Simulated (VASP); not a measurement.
# Li3ClO (Pm-3m) in VASP: single point with LDA

Aim: the single point of Li3ClO with LDA.

Program: VASP 6.6.1. These are calculated values, not measurements. Logs are shortened: lines on timing, memory, paths and dates and some standing lists are left out, and cuts for length are marked.

## (1) The cell of the first run

The structure is cubic, space group Pm-3m (No. 221). The conventional cell has a = 3.908 Å, b = 3.908 Å, c = 3.908 Å, α = 90.00°, β = 90.00°, γ = 90.00°. Li (site symmetry 4/mmm) has 2 O at 1.95 Å within 2.6 Å. Within 3.6 Å of Cl (site symmetry m-3m) lie 12 Li at 2.76 Å and 8 O at 3.38 Å. Within 2.6 Å of O (site symmetry m-3m) lie 6 Li at 1.95 Å.

## (2) Single point, LDA

INCAR reads:

```
  PREC = Accurate
  ENCUT = 520
  EDIFF = 1E-6
  ISMEAR = 0
  SIGMA = 0.1
  LREAL = False
  LASPH = True
  NELM = 100
  ALGO = Normal
  ISIF = 2
  LWAVE = False
  LCHARG = True
  GGA = CA
  LELF = True
  LVHAR = True
  NBANDS = 19
```

KPOINTS reads:

```
Automatic mesh
0
Gamma
  6 6 6
```

POSCAR reads:

```
Li3ClO
1.0
    3.9083370000      0.0000000000      0.0000000000
    0.0000000000      3.9083370000      0.0000000000
    0.0000000000      0.0000000000      3.9083370000
Li Cl O
3 1 1
Direct
    0.0000000000      0.5000000000      0.5000000000
    0.5000000000      0.0000000000      0.5000000000
    0.5000000000      0.5000000000      0.0000000000
    0.0000000000      0.0000000000      0.0000000000
    0.5000000000      0.5000000000      0.5000000000
```

Potentials or basis: VASP PAW LDA potentials, release 64 (Li_sv, Cl, O).

Run with:

```
$ cat potpaw_LDA.64/Li_sv/POTCAR potpaw_LDA.64/Cl/POTCAR potpaw_LDA.64/O/POTCAR > POTCAR
$ mpirun -np 1 vasp_std > vasp.out
```

OUTCAR:

```text
PREC = Accurate
   ENCUT = 520
   EDIFF = 1E-6
   ISMEAR = 0
   LREAL = False
   LASPH = True
   NELM = 100
   ISIF = 2
   GGA = CA

 ion  position               nearest neighbor table
   1  0.000  0.500  0.500-   5 1.95   5 1.95
   2  0.500  0.000  0.500-   5 1.95   5 1.95
   3  0.500  0.500  0.000-   5 1.95   5 1.95
   4  0.000  0.000  0.000-
   5  0.500  0.500  0.500-   1 1.95   2 1.95   3 1.95   3 1.95   2 1.95   1 1.95

  LATTYP: Found a simple cubic cell.
 ALAT       =     3.9083370000

  Lattice vectors:

 A1 = (   3.9083370000,   0.0000000000,   0.0000000000)
 A2 = (   0.0000000000,   3.9083370000,   0.0000000000)
 A3 = (   0.0000000000,   0.0000000000,   3.9083370000)

Analysis of symmetry for initial positions (statically):
=====================================================================
 Subroutine PRICEL returns:
 Original cell was already a primitive cell.

 Routine SETGRP: Setting up the symmetry group for a
 simple cubic supercell.

 Subroutine GETGRP returns: Found 48 space group operations
 (whereof 48 operations were pure point group operations)
 out of a pool of 48 trial point group operations.

The static configuration has the point symmetry O_h .

Analysis of symmetry for dynamics (positions and initial velocities):
=====================================================================
 Subroutine PRICEL returns:
 Original cell was already a primitive cell.

 Routine SETGRP: Setting up the symmetry group for a
 simple cubic supercell.

 Subroutine GETGRP returns: Found 48 space group operations
 (whereof 48 operations were pure point group operations)
 out of a pool of 48 trial point group operations.

The dynamic configuration has the point symmetry O_h .

 Subroutine INISYM returns: Found 48 space group operations
 (whereof 48 operations are pure point group operations),
 and found     1 'primitive' translations

----------------------------------------------------------------------------------------

                                     Primitive cell

  volume of cell :      59.7002

  direct lattice vectors                    reciprocal lattice vectors
     3.908337000  0.000000000  0.000000000     0.255863299  0.000000000  0.000000000
     0.000000000  3.908337000  0.000000000     0.000000000  0.255863299  0.000000000
     0.000000000  0.000000000  3.908337000     0.000000000  0.000000000  0.255863299

  length of vectors
     3.908337000  3.908337000  3.908337000     0.255863299  0.255863299  0.255863299

  position of ions in fractional coordinates (direct lattice)
     0.000000000  0.500000000  0.500000000
     0.500000000  0.000000000  0.500000000
     0.500000000  0.500000000  0.000000000
     0.000000000  0.000000000  0.000000000
     0.500000000  0.500000000  0.500000000

  ion indices of the primitive-cell ions
   primitive index   ion index
                 1           1
                 2           2
                 3           3
                 4           4
                 5           5

----------------------------------------------------------------------------------------

 KPOINTS: Automatic mesh

Automatic generation of k-mesh.
 Grid dimensions read from file:
 generate k-points for:    6    6    6

 Generating k-lattice:

  Cartesian coordinates                     Fractional coordinates (reciprocal lattice)
     0.042643883  0.000000000  0.000000000     0.166666667  0.000000000  0.000000000
     0.000000000  0.042643883  0.000000000     0.000000000  0.166666667  0.000000000
     0.000000000  0.000000000  0.042643883     0.000000000  0.000000000  0.166666667

  Length of vectors
     0.042643883  0.042643883  0.042643883

  Shift w.r.t. Gamma in fractional coordinates (k-lattice)
     0.000000000  0.000000000  0.000000000

 Subroutine IBZKPT returns following result:
 ===========================================

 Found     20 irreducible k-points:

 Following reciprocal coordinates:
            Coordinates               Weight
  0.000000  0.000000  0.000000      1.000000
  0.166667  0.000000  0.000000      6.000000
  0.333333  0.000000  0.000000      6.000000
  0.500000  0.000000  0.000000      3.000000
  0.166667  0.166667  0.000000     12.000000
  0.333333  0.166667  0.000000     24.000000
[... 12 lines left out ...]
  0.500000  0.500000  0.333333      6.000000
  0.500000  0.500000  0.500000      1.000000
   k-points           NKPTS =     20   k-points in BZ     NKDIM =     20   number of bands    NBANDS=     19
   number of dos      NEDOS =    301   number of ions     NIONS =      5
   total plane-waves  NPLWV =  27000
   dimension x,y,z NGX =    30 NGY =   30 NGZ =   30
   dimension x,y,z NGXF=    60 NGYF=   60 NGZF=   60
   ions per type =               3   1   1
   NGX,Y,Z   is equivalent  to a cutoff of  12.76, 12.76, 12.76 a.u.
   NGXF,Y,Z  is equivalent  to a cutoff of  25.52, 25.52, 25.52 a.u.
 SYSTEM =  unknown system
   PREC   = accura    normal or accurate (medium, high low for compatibility)
   ISTART =      0    job   : 0-new  1-cont  2-samecut
   ICHARG =      2    charge: 1-file 2-atom 10-const
   ISPIN  =      1    spin polarized calculation?
   LNONCOLLINEAR =      F non collinear calculations
   LSORBIT =      F    spin-orbit coupling
   LASPH  =      T    aspherical Exc in radial PAW
   ENCUT  =  520.0 eV  38.22 Ry    6.18 a.u.   7.27  7.27  7.27*2*pi/ulx,y,z
   NELM   =    100;   NELMIN=  2; NELMDL= -5     # of ELM steps
   EDIFF  = 0.1E-05   stopping-criterion for ELM
   LREAL  =      F    real-space projection
   EDIFFG = 0.1E-04   stopping-criterion for IOM
   NSW    =      0    number of steps for IOM
   IBRION =     -1    ionic relax: 0-MD 1-quasi-New 2-CG
   NFREE  =      0    steps in history (QN), initial steepest desc. (CG)
   ISIF   =      2    stress and relaxation
   ISYM   =      2    0-nonsym 1-usesym 2-fastsym
   POTIM  = 0.5000    time-step for ionic-motion
   TEBEG  =    0.0;   TEEND  =   0.0 temperature during run
   PSTRESS=    0.0 pullay stress
   NELECT =      22.0000    total number of electrons
   NUPDOWN=      -1.0000    fix difference up-down
   EMIN   =  10.00;   EMAX   =-10.00  energy-range for DOS
   EFERMI =   0.00;   METHOD = LEGACY
   ISMEAR =     0;   SIGMA  =   0.10  broadening in eV -4-tet -1-fermi 0-gaus
   EFERMI_NEDOS =   21; number of points for ismear=-14 and -15
   IALGO  =     38    algorithm
   IMIX   =      4    mixing-type and parameters
     AMIX     =   0.40;   BMIX     =  1.00
     AMIX_MAG =   1.60;   BMIX_MAG =  1.00
  volume/ion in A,a.u.               =      11.94        80.58
  Fermi-wavevector in a.u.,A,eV,Ry     =   1.173700  2.217971 18.742996  1.377571
  Thomas-Fermi vector in A             =   2.310109
   LORBIT       =      0    0 simple, 1 ext, 2 COOP (PROOUT), +10 PAW based schemes
   GGA     = CA    functional components
   LHFCALC =     F    Hartree Fock is set to
   AEXX    =    0.0000 exact exchange contribution
   IVDW    =     0    specifies the selected vdW correction
   LEPSILON=     F    determine dielectric tensor
   LRPA    =     F    only Hartree local field effects (RPA)
 non-spin polarized calculation
 Gauss-broadening in eV      SIGMA  =   0.10
  energy-cutoff  :      520.00
  volume of cell :       59.70
 maximum number of plane-waves:      1640
 NGX is ok and might be reduce to    30
   NGX = 15   NGY = 15   NGZ = 15

 number of electron      21.9999977 magnetization

 Free energy of the ion-electron system (eV)
  ---------------------------------------------------
  ext. energy  EPLUGINS =         0.00000000
  ---------------------------------------------------
  free energy    TOTEN  =       -23.62812608 eV

  energy without entropy =      -23.62812608  energy(sigma->0) =      -23.62812608

 E-fermi :   1.9480     XC(G=0):  -9.5451

 val. band max:        1.5105059159   @ k =   0.5000   0.5000   0.0000
 cond. band min:       6.1032460673   @ k =   0.0000   0.0000   0.0000
 fundamental gap:      4.5927401514
 Fermi energy:         1.9479528706

 k-point     1 :       0.0000    0.0000    0.0000
  band No.  band energies     occupation
      1     -40.9430      2.00000
      2     -40.8692      2.00000
      3     -40.8692      2.00000
      4     -13.3341      2.00000
      5     -12.4529      2.00000
      6      -1.4336      2.00000
[... 11 lines left out ...]
     18      13.6044      0.00000
     19      13.6044      0.00000

 k-point     2 :       0.1667    0.0000    0.0000
  band No.  band energies     occupation
      1     -40.9384      2.00000
      2     -40.8734      2.00000
      3     -40.8692      2.00000
      4     -13.2813      2.00000
      5     -12.5146      2.00000
      6      -1.5519      2.00000
[... 11 lines left out ...]
     18      12.9444      0.00000
     19      12.9444      0.00000

 k-point     3 :       0.3333    0.0000    0.0000
  band No.  band energies     occupation
      1     -40.9269      2.00000
      2     -40.8842      2.00000
      3     -40.8690      2.00000
      4     -13.1410      2.00000
      5     -12.6715      2.00000
      6      -1.8148      2.00000
[... 11 lines left out ...]
     18      12.4543      0.00000
     19      13.0250      0.00000

 k-point     4 :       0.5000    0.0000    0.0000
  band No.  band energies     occupation
      1     -40.9180      2.00000
      2     -40.8928      2.00000
      3     -40.8689      2.00000
      4     -13.0120      2.00000
      5     -12.8082      2.00000
      6      -1.9536      2.00000
[... 11 lines left out ...]
     18      12.2228      0.00000
     19      14.8190      0.00000

 k-point     5 :       0.1667    0.1667    0.0000
  band No.  band energies     occupation
      1     -40.9341      2.00000
      2     -40.8751      2.00000
      3     -40.8714      2.00000
      4     -13.2356      2.00000
      5     -12.5632      2.00000
      6      -1.6973      2.00000
[... 11 lines left out ...]
     18      12.7899      0.00000
     19      13.3537      0.00000

 k-point     6 :       0.3333    0.1667    0.0000
  band No.  band energies     occupation
      1     -40.9232      2.00000
      2     -40.8844      2.00000
      3     -40.8720      2.00000
      4     -13.1196      2.00000
      5     -12.6840      2.00000
      6      -1.9500      2.00000
[... 11 lines left out ...]
     18      12.8710      0.00000
     19      13.6917      0.00000

 k-point     7 :       0.5000    0.1667    0.0000
  band No.  band energies     occupation
      1     -40.9145      2.00000
      2     -40.8927      2.00000
      3     -40.8720      2.00000
      4     -13.0284      2.00000
      5     -12.7772      2.00000
      6      -2.0872      2.00000
[... 11 lines left out ...]
     18      12.9413      0.00000
     19      15.2364      0.00000

 k-point     8 :       0.3333    0.3333    0.0000
  band No.  band energies     occupation
      1     -40.9136      2.00000
      2     -40.8866      2.00000
      3     -40.8785      2.00000
      4     -13.0794      2.00000
      5     -12.7054      2.00000
      6      -2.1674      2.00000
[... 168 lines left out ...]
 k-point    16 :       0.5000    0.5000    0.1667
  band No.  band energies     occupation
      1     -40.8928      2.00000
      2     -40.8922      2.00000
      3     -40.8922      2.00000
      4     -13.0958      2.00000
      5     -12.6466      2.00000
      6      -2.3027      2.00000
[... 11 lines left out ...]
     18      15.2394      0.00000
     19      15.9295      0.00000

 k-point    17 :       0.3333    0.3333    0.3333
  band No.  band energies     occupation
      1     -40.9046      2.00000
      2     -40.8863      2.00000
      3     -40.8863      2.00000
      4     -13.1038      2.00000
      5     -12.6380      2.00000
      6      -1.8901      2.00000
[... 11 lines left out ...]
     18      14.7395      0.00000
     19      15.5012      0.00000

 k-point    18 :       0.5000    0.3333    0.3333
  band No.  band energies     occupation
      1     -40.8984      2.00000
      2     -40.8921      2.00000
      3     -40.8862      2.00000
      4     -13.1149      2.00000
      5     -12.6114      2.00000
      6      -2.1750      2.00000
[... 11 lines left out ...]
     18      14.1346      0.00000
     19      15.8577      0.00000

 k-point    19 :       0.5000    0.5000    0.3333
  band No.  band energies     occupation
      1     -40.8922      2.00000
      2     -40.8920      2.00000
      3     -40.8920      2.00000
      4     -13.1326      2.00000
      5     -12.5760      2.00000
      6      -2.1299      2.00000
[... 11 lines left out ...]
     18      13.3406      0.00000
     19      16.4343      0.00000

 k-point    20 :       0.5000    0.5000    0.5000
  band No.  band energies     occupation
      1     -40.8920      2.00000
      2     -40.8920      2.00000
      3     -40.8920      2.00000
      4     -13.1510      2.00000
      5     -12.5397      2.00000
      6      -2.0298      2.00000
[... 11 lines left out ...]
     18      12.1676      0.00000
     19      17.1125      0.00000

------------------------ aborting loop because EDIFF is reached ----------------------------------------

  FORCE on cell =-STRESS in cart. coord.  units (eV):
  Direction    XX          YY          ZZ          XY          YZ          ZX
  --------------------------------------------------------------------------------------
  -------------------------------------------------------------------------------------
  Total       -2.0599789     -2.0599789     -2.0599789     -0.0000000     -0.0000000     -0.0000000
  in kB      -55.2837306    -55.2837306    -55.2837306     -0.0000000     -0.0000000     -0.0000000
  external PRESSURE =     -55.2837306 kB  Pullay stress =       0.0000000 kB

 VOLUME and BASIS-vectors are now :
 -----------------------------------------------------------------------------
  energy-cutoff  :      520.00
  volume of cell :       59.70
      direct lattice vectors                 reciprocal lattice vectors
     3.908337000  0.000000000  0.000000000     0.255863299  0.000000000  0.000000000
     0.000000000  3.908337000  0.000000000     0.000000000  0.255863299  0.000000000
     0.000000000  0.000000000  3.908337000     0.000000000  0.000000000  0.255863299

 POSITION                                       TOTAL-FORCE (eV/Angst)
 -----------------------------------------------------------------------------------
      0.00000      1.95417      1.95417         0.000000      0.000000      0.000000
      1.95417      0.00000      1.95417         0.000000      0.000000      0.000000
      1.95417      1.95417      0.00000         0.000000      0.000000      0.000000
      0.00000      0.00000      0.00000         0.000000      0.000000      0.000000
      1.95417      1.95417      1.95417         0.000000      0.000000      0.000000
 -----------------------------------------------------------------------------------
    total drift:                                0.000000      0.000000      0.000000

  FREE ENERGIE OF THE ION-ELECTRON SYSTEM (eV)
  ---------------------------------------------------
  free  energy   TOTEN  =       -23.6281260814 eV

  energy  without entropy=      -23.6281260814  energy(sigma->0) =      -23.62812608
```

Wall time 10 s (1 thread of Intel Xeon 6975P-C (Granite Rapids), shared host); peak memory 0.15 GiB.

Results:

* Free energy: -23.6281 eV
* Band gap on the k mesh: 4.59 eV, indirect (least direct gap 4.61 eV)

Levels at points of the mesh, in eV from the valence-band top:
```
           k point  band 9  band 10  band 11  band 12  band 13  band 14
(0.00, 0.00, 0.00)   -0.52    -0.52    -0.52     4.59     6.91     6.91
(0.50, 0.00, 0.00)   -1.12    -1.12    -1.00     6.29     6.36     8.79
(0.50, 0.50, 0.00)   -0.92     0.00     0.00     4.61     6.66     7.74
(0.50, 0.50, 0.50)   -0.72    -0.72    -0.72     8.46     8.46     8.46
```

Caveat: the cutoff is under 1.25 times the usual one of these potentials, so pressure, stress and relaxed cells hold a basis-set (Pulay) error. A k mesh can miss the band edges.
